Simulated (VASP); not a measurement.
# TaN (TaN (P-62m)) (P-62m) in VASP: notebook, part 2 of 2

VASP 6.6.1. Earlier steps stand in the parts before.

### 3 Relaxation of cell and atoms, PBEsol

This run uses another cell than the first one, of 11.41 Å³/atom, 0.978 times its volume.

The input, INCAR:

```
SYSTEM = TaN
PREC = Accurate
ENCUT = 600
EDIFF = 1E-6
ISMEAR = -1
SIGMA = 1.0
LREAL = .FALSE.
LASPH = .TRUE.
NELM = 100
ALGO = Normal
ISIF = 3
LWAVE = .FALSE.
LCHARG = .FALSE.
GGA = PS
IBRION = 2
NSW = 80
EDIFFG = -0.005
```

The input, KPOINTS:

```
regular mesh
0
G
  9 9 13
  0 0 0
```

The input, POSCAR:

```
TaN
1.0
    5.2084955000      0.0000000000      0.0000000000
   -2.6042477000      4.5106894000      0.0000000000
    0.0000000000      0.0000000000      2.9147478000
Ta N
3 3
Direct
    0.0000000000      0.0000000000      0.0000000000
    0.3333333300      0.6666666700      0.5000000000
    0.6666666700      0.3333333300      0.5000000000
    0.3923921700      0.0000000000      0.0000000000
    0.6076078300      0.6076078300      0.0000000000
    0.0000000000      0.3923921700      0.0000000000
```

Potentials or basis: VASP PAW PBE potentials, release 64 (Ta_pv, N).

Launch:

```sh
$ cat potpaw_PBE.64/Ta_pv/POTCAR potpaw_PBE.64/N/POTCAR > POTCAR
$ mpirun -np 1 vasp_std > vasp.out
```

OUTCAR:

```text
SYSTEM = TaN
   PREC = Accurate
   ENCUT = 600
   EDIFF = 1E-6
   ISMEAR = -1
   LREAL = .FALSE.
   LASPH = .TRUE.
   NELM = 100
   ISIF = 3
   GGA = PS
   IBRION = 2
   NSW = 80
   EDIFFG = -0.005

 ion  position               nearest neighbor table
   1  0.000  0.000  0.000-   6 2.04   4 2.04   5 2.04   3 3.34   2 3.34   2 3.34   3 3.34   2 3.34
                             2 3.34   3 3.34   3 3.34   3 3.34   3 3.34   2 3.34   2 3.34
   2  0.333  0.667  0.500-   4 2.17   4 2.17   6 2.17   6 2.17   5 2.17   5 2.17   3 3.01   3 3.01
                             3 3.01   1 3.34   1 3.34   1 3.34   1 3.34   1 3.34   1 3.34
   3  0.667  0.333  0.500-   6 2.17   6 2.17   4 2.17   4 2.17   5 2.17   5 2.17   2 3.01   2 3.01
                             2 3.01   1 3.34   1 3.34   1 3.34   1 3.34   1 3.34   1 3.34
   4  0.392  0.000  0.000-   1 2.04   2 2.17   2 2.17   3 2.17   3 2.17
   5  0.608  0.608  0.000-   1 2.04   3 2.17   3 2.17   2 2.17   2 2.17
   6  0.000  0.392  0.000-   1 2.04   3 2.17   3 2.17   2 2.17   2 2.17

  LATTYP: Found a hexagonal cell.
 ALAT       =     5.2084955000
 C/A-ratio  =     0.5596141535

  Lattice vectors:

 A1 = (   5.2084955000,   0.0000000000,   0.0000000000)
 A2 = (  -2.6042477000,   4.5106894000,   0.0000000000)
 A3 = (   0.0000000000,   0.0000000000,   2.9147478000)

Analysis of symmetry for initial positions (statically):
=====================================================================
 Subroutine PRICEL returns:
 Original cell was already a primitive cell.

 Routine SETGRP: Setting up the symmetry group for a
 hexagonal supercell.

 Subroutine GETGRP returns: Found 12 space group operations
 (whereof 12 operations were pure point group operations)
 out of a pool of 24 trial point group operations.

The static configuration has the point symmetry D_3h.

Analysis of symmetry for dynamics (positions and initial velocities):
=====================================================================
 Subroutine PRICEL returns:
[... 139 lines left out ...]
  Fermi-wavevector in a.u.,A,eV,Ry     =   1.454241  2.748118 28.773847  2.114818
  Thomas-Fermi vector in A             =   2.571415
   LORBIT       =      0    0 simple, 1 ext, 2 COOP (PROOUT), +10 PAW based schemes
   GGA     = PS    functional components
   LHFCALC =     F    Hartree Fock is set to
   AEXX    =    0.0000 exact exchange contribution
   IVDW    =     0    specifies the selected vdW correction
   LEPSILON=     F    determine dielectric tensor
   LRPA    =     F    only Hartree local field effects (RPA)
 conjugate gradient relaxation of ions
 non-spin polarized calculation
  energy-cutoff  :      600.00
  volume of cell :       68.48
 maximum number of plane-waves:      2323
 NGX is ok and might be reduce to    42
   NGX = 21   NGY = 21   NGZ = 11

--------------------------------------- Ionic step        1  -------------------------------------------

 number of electron      48.0000002 magnetization

 Free energy of the ion-electron system (eV)
  ---------------------------------------------------
  ext. energy  EPLUGINS =         0.00000000
  ---------------------------------------------------
  free energy    TOTEN  =       -74.00982596 eV

  energy without entropy =      -67.91090934  energy(sigma->0) =      -70.96036765

------------------------ aborting loop because EDIFF is reached ----------------------------------------

  FORCE on cell =-STRESS in cart. coord.  units (eV):
  Direction    XX          YY          ZZ          XY          YZ          ZX
  --------------------------------------------------------------------------------------
  -------------------------------------------------------------------------------------
  Total        1.8667977      1.8667977      2.2058484      0.0000000      0.0000000      0.0000000
  in kB       43.6768839     43.6768835     51.6095458      0.0000005      0.0000000      0.0000000
  external PRESSURE =      46.3211044 kB  Pullay stress =       0.0000000 kB
[... 307 lines left out ...]
--------------------------------------- Ionic step        9  -------------------------------------------

 number of electron      48.0000001 magnetization

 Free energy of the ion-electron system (eV)
  ---------------------------------------------------
  ext. energy  EPLUGINS =         0.00000000
  ---------------------------------------------------
  free energy    TOTEN  =       -74.02647760 eV

  energy without entropy =      -67.80684203  energy(sigma->0) =      -70.91665982

 E-fermi :   7.6343     XC(G=0): -13.0373

 val. band max:        7.6242151636   @ k =   0.1111   0.0000   0.3077
 cond. band min:       7.6558445169   @ k =   0.2222   0.1111   0.3846
 fundamental gap:      0.0316293534
 Fermi energy:         7.6342855685

 k-point     1 :       0.0000    0.0000    0.0000
  band No.  band energies     occupation
      1     -28.0486      2.00000
      2     -28.0486      2.00000
      3     -27.7162      2.00000
      4     -27.7162      2.00000
      5     -27.5501      2.00000
      6     -27.4482      2.00000
[... 733 lines left out ...]
     27       9.5913      0.24757
     28       9.8643      0.19417

 [... further k-points ...]
[... 5 lines left out ...]
  --------------------------------------------------------------------------------------
  -------------------------------------------------------------------------------------
  Total       -0.0105157     -0.0105157     -0.0196689     -0.0000000     -0.0000000      0.0000000
  in kB       -0.2424105     -0.2424105     -0.4534121     -0.0000000     -0.0000000      0.0000000
  external PRESSURE =      -0.3127443 kB  Pullay stress =       0.0000000 kB
[... 21 lines left out ...]
  FREE ENERGIE OF THE ION-ELECTRON SYSTEM (eV)
  ---------------------------------------------------
  free  energy   TOTEN  =       -74.0264776036 eV

  energy  without entropy=      -67.8068420337  energy(sigma->0) =      -70.91665982

 reached required accuracy - stopping structural energy minimisation
```

OSZICAR:

```text
N       E                     dE             d eps       ncg     rms          rms(c)
DAV:   1     0.478200235765E+03    0.47820E+03   -0.29136E+04  4704   0.200E+03
DAV:   2    -0.485401324660E+02   -0.52674E+03   -0.51505E+03  5480   0.536E+02
[... 93 lines left out ...]
   8 F= -.74026465E+02 E0= -.70915441E+02  d E =0.621805E-05
       N       E                     dE             d eps       ncg     rms          rms(c)
DAV:   1    -0.740265009705E+02   -0.35881E-04   -0.18847E-03  4720   0.363E-01    0.516E-02
DAV:   2    -0.740264839466E+02    0.17024E-04   -0.67706E-05  5572   0.623E-02    0.254E-02
DAV:   3    -0.740264774132E+02    0.65334E-05   -0.24849E-05  5312   0.354E-02    0.389E-03
DAV:   4    -0.740264776036E+02   -0.19039E-06   -0.19328E-06  3136   0.763E-03
   9 F= -.74026478E+02 E0= -.70916660E+02  d E =-.664400E-05
```

CONTCAR:

```text
TaN
   1.00000000000000
     5.2295803570628339    0.0000000002330381    0.0000000000000000
    -2.6147901281271926    4.5289494215108617    0.0000000000000000
    -0.0000000000000000   -0.0000000000000000    2.9344957065485389
  Ta              N
     3     3
Direct
     0.0000000000000000    0.0000000000000000    0.0000000000000000
     0.3333333300000021    0.6666666699999979    0.5000000000000000
     0.6666666699999979    0.3333333300000021    0.5000000000000000
     0.3938382099154673    0.0000000000002007    0.0000000000000000
     0.6061617900844968    0.6061617900846613    1.0000000000000000
     0.0000000000000361    0.3938382099151380    0.0000000000000000

  0.00000000E+00  0.00000000E+00  0.00000000E+00
  0.00000000E+00  0.00000000E+00  0.00000000E+00
  0.00000000E+00  0.00000000E+00  0.00000000E+00
  0.00000000E+00  0.00000000E+00  0.00000000E+00
  0.00000000E+00  0.00000000E+00  0.00000000E+00
  0.00000000E+00  0.00000000E+00  0.00000000E+00
```

Run time: 16 min. Hardware: 1 thread of AMD EPYC 7R43 (Zen 3), shared host; peak memory 0.29 GiB.

Results:

| Quantity | Value |
| --- | --- |
| Free energy | -74.0265 eV |
| Relaxed volume | 11.58 Å³/atom |
| Relaxed cell | a = 5.230 Å, b = 5.230 Å, c = 2.934 Å, α = 90.00°, β = 90.00°, γ = 120.00° |
| Space group after relaxing (to 0.05 Å) | P-62m (No. 189) |
| Energy gained by relaxing | 2.8 meV/atom |
| Ionic steps | 9 |
| Pressure after relaxing | 0.0 GPa |
| Band gap on the k mesh | zero (band 24 reaches 9.78 eV, above the bottom of band 25 at 6.81 eV) |

The path:
```csv
step,energy change (eV),largest force (eV/Å),pressure (GPa),volume (Å³)
1,0.0000,0.1702,4.63,68.48
2,0.0486,0.1247,-8.76,71.80
3,-0.0160,0.0655,-0.14,69.56
4,-0.0160,0.0674,-0.05,69.54
5,-0.0165,0.0303,0.01,69.51
6,-0.0166,0.0051,0.05,69.48
7,-0.0166,0.0068,0.06,69.48
8,-0.0166,0.0049,-0.13,69.52
9,-0.0167,0.0012,-0.03,69.50
```

Final structure:
```
CELL_PARAMETERS angstrom
5.22958 0.00000 0.00000
-2.61479 4.52895 0.00000
0.00000 0.00000 2.93450
ATOMIC_POSITIONS crystal
Ta 0.00000 0.00000 0.00000
Ta 0.33333 0.66667 0.50000
Ta 0.66667 0.33333 0.50000
N 0.39384 0.00000 0.00000
N 0.60616 0.60616 0.00000
N 0.00000 0.39384 0.00000
```

Caveat: the PAW data sets were made with another functional, which shifts forces and pressure a little; spin-orbit coupling is left out, which moves the levels of the heavy elements.
